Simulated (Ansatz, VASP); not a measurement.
## Cu: VASP beside Ansatz

```xyz
2
Lattice="2.4707 0.0000 0.0000 -1.2354 2.1397 0.0000 0.0000 0.0000 4.2154" Properties=species:S:1:pos:R:3 pbc="T T T"
Cu    0.0000    1.4265    1.0538
Cu    1.2354    0.7132    3.1615
```

Change from the starting cell: strain -0.025 along x and y, +0.025 along z, atoms carried along.

Alike in both runs: task single point; functional PBE; k mesh 24 × 24 × 12; occupations gaussian, width 0.15 eV; no spin polarisation.

```csv
,VASP,Ansatz
version,VASP 6.6.1,Ansatz 0.2.0
potentials or method,"VASP PAW PBE potentials, release 64 (Cu), cutoff 520 eV","scalar-relativistic, plane waves, PAW"
valence electrons in the cell,22,38
```

```csv
,VASP,Ansatz,Ansatz less VASP
gap on the k mesh at the Fermi level (eV),none,none,-
pressure (GPa),13.0,12.4,-0.64
"traceless stress, the component that is largest in VASP (GPa)",-6.09,-6.07,+0.024
```

A gap of «none» marks a metal or a gap that the smearing closes. With one functional, cell and mesh, what is left measures potentials, basis and numerics. VASP's potentials hold 22 valence electrons a cell and Ansatz's 38, so a difference there can come from the potentials and not from the codes.
